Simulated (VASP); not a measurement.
Rh: single point with PBE

Rh:

```
Rh
1.0
     2.73098    0.00000    0.00000
    -1.36549    2.36510    0.00000
     0.00000    0.00000    4.42849
Rh
2
Direct
  0.32688 0.64637 0.24212
  0.66512 0.35005 0.76055
```

This cell differs from its parent crystal: atoms moved at random.

```json
{
  "Program": "VASP 6.6.1",
  "Task": "single point",
  "Functional": "PBE",
  "Potentials or basis": "VASP PAW PBE potentials, release 64 (Rh_pv)",
  "Cutoff": "520 eV",
  "k mesh": "11 × 11 × 6",
  "Occupations": "fermi-dirac, width 0.05 eV",
  "Spin": "no spin polarisation"
}
```

| Property | Result |
| --- | --- |
| Pressure | -2.3 GPa |
| Largest force | 0.873 eV/Å |
| Band gap on the k mesh | zero (band 15 reaches 11.82 eV, above the bottom of band 16 at 9.68 eV) |

Forces on the atoms (eV/Å):
```
Rh  -0.158  0.326  0.794
Rh   0.158 -0.326 -0.794
```

Stress tensor (GPa, compression positive):
```
-1.41 -0.44 -0.46
-0.44 -3.22  0.85
-0.46  0.85 -2.15
```

Levels at points of the mesh, in eV from the Fermi level:
```
           k point  band 11  band 12  band 13  band 14  band 15  band 16  band 17  band 18  band 19  band 20
(0.00, 0.00, 0.00)    -2.82    -2.45    -2.37    -1.92    -1.51    -0.09     0.36     0.78     8.15    15.86
(0.00, 0.00, 0.50)    -3.00    -2.94    -2.93    -2.79    -0.66    -0.44    -0.32    -0.24    13.97    15.29
```

Wall time 76 s on 1 thread of Intel(R) Xeon(R) 6975P-C (Granite Rapids), with other jobs on the host, peak memory 0.27 GiB.

Caveat: the cell differs from its parent crystal (atoms moved at random).
